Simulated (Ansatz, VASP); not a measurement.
## One calculation of Mg2B3, two programs

```xyz
5
Lattice="4.5525 0.0000 0.0000 -2.2763 3.9426 0.0000 0.0000 0.0000 4.6897" Properties=species:S:1:pos:R:3 pbc="T T T"
Mg    0.0000    2.6284    2.3449
Mg    2.2763    1.3142    2.3449
B     0.0000    0.0000    3.1371
B     0.0000    0.0000    1.5526
B     0.0000    0.0000    0.0000
```

Alike in both runs: functional PBE; k mesh 6 × 6 × 4; occupations gaussian, width 0.1 eV; no spin polarisation.

Ansatz relaxed the structure, and its values are those at the end. VASP's run is a single point on that final structure, the one shown.

```csv
,VASP,Ansatz
version,VASP 6.6.1,Ansatz 0.2.0
potentials or method,"VASP PAW PBE potentials, release 64 (Mg, B), cutoff 520 eV","scalar-relativistic, plane waves, PAW"
valence electrons in the cell,13,29
```

VASP gave:

```
gap on the k mesh at the Fermi level (eV) : none
pressure (GPa)                            : 0.0
```

Task: Estimate Ansatz's values.

Result: gap on the k mesh at the Fermi level (eV): none; pressure (GPa): 0.1.

A gap of «none» marks a metal or a gap that the smearing closes. With one functional, cell and mesh, what is left measures potentials, basis and numerics. VASP's potentials hold 13 valence electrons a cell and Ansatz's 29, so a difference there can come from the potentials and not from the codes.
